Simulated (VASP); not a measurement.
A run of VASP 6.6.1:

Contents of INCAR:

```
SYSTEM = Ge
  PREC = Accurate
  ENCUT = 520
  EDIFF = 1E-7
  ISMEAR = 0
  SIGMA = 0.15
  LREAL = .False.
  LASPH = .True.
  NELM = 100
  ALGO = Normal
  ISIF = 2
  LWAVE = .False.
  LCHARG = .True.
  LELF = .True.
  LVHAR = .True.
  NBANDS = 21
```

Contents of KPOINTS:

```
regular mesh
0
Gamma
  16 16 16
  0 0 0
```

POSCAR

```
Ge
1.0
    0.0000000000      2.7625443646      2.5998305016
    2.7625443646      0.0000000000      2.5998305016
    2.7625443646      2.7625443646      0.0000000000
Ge
2
Direct
    0.5000000000      0.5000000000      0.5000000000
    0.7500000000      0.7500000000      0.7500000000
```

Potentials or basis: VASP PAW LDA potentials, release 64 (Ge_d).

Run with:

```console
$ cat potpaw_LDA.64/Ge_d/POTCAR > POTCAR
$ mpirun -np 1 vasp_std > vasp.out
```

Hardware: 1 thread of Intel(R) Xeon(R) 6975P-C (Granite Rapids), with other jobs on the host.

Q: How long does it take, and how much memory?

A: It took 93 s on 1 thread of Intel(R) Xeon(R) 6975P-C (Granite Rapids), on a shared host, peak memory 0.31 GiB. Counts: scf iterations 12, k points 349.
